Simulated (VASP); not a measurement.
# Ti6HC in VASP: further runs, part 2 of 2

VASP 6.6.1. Earlier steps stand in the parts before.

### 3 Relaxation of the atoms, PBEsol

Contents of INCAR:

```
SYSTEM = Ti6HC
PREC = Accurate
ENCUT = 520
EDIFF = 1E-7
ISMEAR = 0
SIGMA = 0.1
LREAL = .FALSE.
LASPH = .TRUE.
NELM = 120
ALGO = Normal
ISIF = 2
LWAVE = .FALSE.
LCHARG = .FALSE.
LDIPOL = .TRUE.
IDIPOL = 3
DIPOL = 0.5 0.5 0.489
GGA = PS
IBRION = 2
NSW = 90
EDIFFG = -0.03
GGA_COMPAT = .FALSE.
NELMIN = 4
NELMDL = -8
KPAR = 4
```

Contents of KPOINTS:

```
Automatic mesh
0
G
  10 7 1
  0 0 0
```

Contents of POSCAR:

```
Ti6HC
1.0
    2.8679135953      0.0000000000      0.0000000000
    0.0000000000      4.0558423021      0.0000000000
    0.0000000000      0.0000000000     27.2697839881
Ti C H
6 1 1
Selective dynamics
Direct
    0.5000000000      0.5000000000      0.3117003055  F F F
    0.0000000000      0.0000000000      0.3642843963  F F F
    0.5000000000      0.5000000000      0.4168684871  F F F
    0.0000000000      0.0000000000      0.4696726852  T T T
    0.5000000000      0.5000000000      0.5216065387  T T T
    0.0000000000      0.0000000000      0.5699297514  T T T
    0.5000000000      0.5000000000      0.6088006131  T T T
    0.5000000000      0.5000000000      0.6491382997  T T T
```

Potentials or basis: VASP PAW PBE potentials, release 64 (Ti_sv, C, H).

On the command line:

```sh
> cat potpaw_PBE.64/Ti_sv/POTCAR potpaw_PBE.64/C/POTCAR potpaw_PBE.64/H/POTCAR > POTCAR
> mpirun -np 4 vasp_std > vasp.out
```

OUTCAR:

```text
SYSTEM = Ti6HC
   PREC = Accurate
   ENCUT = 520
   EDIFF = 1E-7
   ISMEAR = 0
   LREAL = .FALSE.
   LASPH = .TRUE.
   NELM = 120
   ISIF = 2
   GGA = PS
   IBRION = 2
   NSW = 90
   EDIFFG = -0.03
   NELMIN = 4
   NELMDL = -8

 ion  position               nearest neighbor table
   1  0.500  0.500  0.312-   3 2.87   2 2.87   2 2.87   2 2.87   2 2.87
   2  0.000  0.000  0.364-   3 2.87   3 2.87   3 2.87   3 2.87   1 2.87   1 2.87   1 2.87   1 2.87
                             4 2.87
   3  0.500  0.500  0.417-   5 2.86   1 2.87   2 2.87   2 2.87   2 2.87   2 2.87   4 2.87   4 2.87
                             4 2.87   4 2.87
   4  0.000  0.000  0.470-   6 2.73   5 2.86   5 2.86   5 2.86   5 2.86   3 2.87   3 2.87   3 2.87
                             3 2.87   2 2.87
   5  0.500  0.500  0.522-   7 2.38   6 2.81   6 2.81   6 2.81   6 2.81   3 2.86   4 2.86   4 2.86
                             4 2.86   4 2.86
   6  0.000  0.000  0.570-   4 2.73   5 2.81   5 2.81   5 2.81   5 2.81
   7  0.500  0.500  0.609-   8 1.10   5 2.38
   8  0.500  0.500  0.649-   7 1.10

  LATTYP: Found a simple orthorhombic cell.
 ALAT       =     2.8679135953
 B/A-ratio  =     1.4142135623
 C/A-ratio  =     9.5085793494

  Lattice vectors:

 A1 = (   2.8679135953,   0.0000000000,   0.0000000000)
 A2 = (   0.0000000000,   4.0558423021,   0.0000000000)
 A3 = (   0.0000000000,   0.0000000000,  27.2697839881)

Analysis of symmetry for initial positions (statically):
[... 331 lines left out ...]

------------------------ aborting loop because EDIFF is reached ----------------------------------------
[... 79 lines left out ...]
--------------------------------------- Ionic step       29  -------------------------------------------

 number of electron      77.0000027 magnetization

 dipolmoment           0.000000      0.000000     -0.047453 electrons x Angstroem

 Free energy of the ion-electron system (eV)
  ---------------------------------------------------
  ext. energy  EPLUGINS =         0.00000000
  ---------------------------------------------------
  free energy    TOTEN  =       -60.19050423 eV

  energy without entropy =      -60.14081019  energy(sigma->0) =      -60.16565721

 E-fermi :   1.0069     XC(G=0):  -4.8322

 val. band max:        1.0053377277   @ k =   0.3000   0.4286   0.0000
 cond. band min:       1.0096093573   @ k =   0.3000   0.1429   0.0000
 fundamental gap:      0.0042716296
 Fermi energy:         1.0068511149

 k-point     1 :       0.0000    0.0000    0.0000
  band No.  band energies     occupation
      1     -55.9162      2.00000
      2     -55.7435      2.00000
      3     -55.3901      2.00000
      4     -55.3211      2.00000
      5     -55.2757      2.00000
      6     -55.1648      2.00000
[... 1165 lines left out ...]
     45       1.8875      0.00000
     46       2.1843      0.00000

------------------------ aborting loop because EDIFF is reached ----------------------------------------

 vacuum level on the upper side and lower side of the slab       (xc-potential included)        -0.370         0.353

  FORCE on cell =-STRESS in cart. coord.  units (eV):
  Direction    XX          YY          ZZ          XY          YZ          ZX
  --------------------------------------------------------------------------------------
  -------------------------------------------------------------------------------------
  Total       -1.8220791    -11.1630911     -1.4256012      0.0000000      0.0000000      0.0000000
  in kB       -9.2034145    -56.3853435     -7.2007846      0.0000000      0.0000000      0.0000000
  external PRESSURE =     -24.2631809 kB  Pullay stress =       0.0000000 kB
[... 23 lines left out ...]
  FREE ENERGIE OF THE ION-ELECTRON SYSTEM (eV)
  ---------------------------------------------------
  free  energy   TOTEN  =       -60.1905042330 eV

  energy  without entropy=      -60.1408101879  energy(sigma->0) =      -60.16565721

 reached required accuracy - stopping structural energy minimisation

 vacuum level on the upper side and lower side of the slab         3.607         4.345
```

CONTCAR:

```text
Ti6HC
   1.00000000000000
     2.8679135953000001    0.0000000000000000    0.0000000000000000
     0.0000000000000000    4.0558423021000003    0.0000000000000000
     0.0000000000000000    0.0000000000000000   27.2697839880999986
  Ti              C               H
     6     1     1
Selective dynamics
Direct
     0.5000000000000000    0.5000000000000000    0.3117003054999969   F   F   F
     0.0000000000000000    0.0000000000000000    0.3642843963000004   F   F   F
     0.5000000000000000    0.5000000000000000    0.4168684870999968   F   F   F
     0.0000000000000000    0.0000000000000000    0.4728538577688207   T   T   T
     0.5000000000000000    0.5000000000000000    0.5198336212492309   T   T   T
     0.0000000000000000    0.0000000000000000    0.5765079517682534   T   T   T
     0.5000000000000000    0.5000000000000000    0.5934424023565330   T   T   T
     0.5000000000000000    0.5000000000000000    0.6343614434278017   T   T   T

  0.00000000E+00  0.00000000E+00  0.00000000E+00
  0.00000000E+00  0.00000000E+00  0.00000000E+00
  0.00000000E+00  0.00000000E+00  0.00000000E+00
  0.00000000E+00  0.00000000E+00  0.00000000E+00
  0.00000000E+00  0.00000000E+00  0.00000000E+00
  0.00000000E+00  0.00000000E+00  0.00000000E+00
  0.00000000E+00  0.00000000E+00  0.00000000E+00
  0.00000000E+00  0.00000000E+00  0.00000000E+00
```

It took 63 min on 4 MPI ranks of Intel Xeon Platinum 8259CL at 2.50GHz (Skylake/Cascade Lake), shared host; peak memory 0.61 GiB.

Results:

```yaml
Free_energy: -60.1905 eV
Energy_gained_by_relaxing: 144.8 meV/atom
Ionic_steps: 29
Band_gap_on_the_k_mesh: zero (an odd number of electrons rules out a gap without spin polarisation)
```

Step by step:
```
step  energy change (eV)  largest force on free atoms (eV/Å)  pressure (GPa)
   1              0.0000                              3.8193           -3.13
   2             -0.5093                              3.3445           -3.87
   3             -0.5095                              3.3119           -3.87
   4             -0.9960                              1.8444           -3.63
   5             -1.0681                              0.6406           -3.36
   6             -1.0660                              1.7102           -3.18
   7             -1.0848                              0.4640           -3.28
   8             -1.1052                              0.3893           -3.23
   9             -1.1245                              0.3802           -3.08
  10             -1.1363                              0.2087           -2.92
  11             -1.1397                              0.1786           -2.76
  12             -1.1434                              0.3344           -2.82
  13             -1.1435                              0.2904           -2.81
  14             -1.1459                              0.1649           -2.81
  15             -1.1471                              0.1503           -2.81
  16             -1.1478                              0.1476           -2.81
  17             -1.1499                              0.1397           -2.77
  18             -1.1529                              0.1226           -2.71
  19             -1.1543                              0.1533           -2.59
  20             -1.1555                              0.1223           -2.57
  21             -1.1559                              0.1684           -2.55
  22             -1.1563                              0.2340           -2.54
  23             -1.1566                              0.1171           -2.55
  24             -1.1576                              0.0739           -2.51
  25             -1.1580                              0.0584           -2.46
  26             -1.1582                              0.0640           -2.44
  27             -1.1582                              0.0568           -2.44
  28             -1.1582                              0.0691           -2.41
  29             -1.1583                              0.0190           -2.43
```

Final structure:
```
Ti C H
1.0
     2.86791    0.00000    0.00000
     0.00000    4.05584    0.00000
     0.00000    0.00000   27.26978
Ti C H
6 1 1
Direct
  0.50000 0.50000 0.31170
  0.00000 0.00000 0.36428
  0.50000 0.50000 0.41687
  0.00000 0.00000 0.47285
  0.50000 0.50000 0.51983
  0.00000 0.00000 0.57651
  0.50000 0.50000 0.59344
  0.50000 0.50000 0.63436
```

Levels at points of the mesh, in eV from the Fermi level:
| k point | band 34 | band 35 | band 36 | band 37 | band 38 | band 39 | band 40 | band 41 | band 42 | band 43 |
| --- | --- | --- | --- | --- | --- | --- | --- | --- | --- | --- |
| (0.00, 0.00, 0.00) | -1.46 | -0.83 | -0.37 | -0.02 | 0.11 | 0.17 | 0.29 | 0.67 | 0.72 | 0.85 |
| (0.50, 0.00, 0.00) | -1.51 | -1.18 | -1.01 | -0.84 | -0.32 | -0.31 | 0.19 | 0.27 | 1.00 | 1.00 |

Caveat: the PAW data sets were made with another functional, which shifts forces and pressure a little.
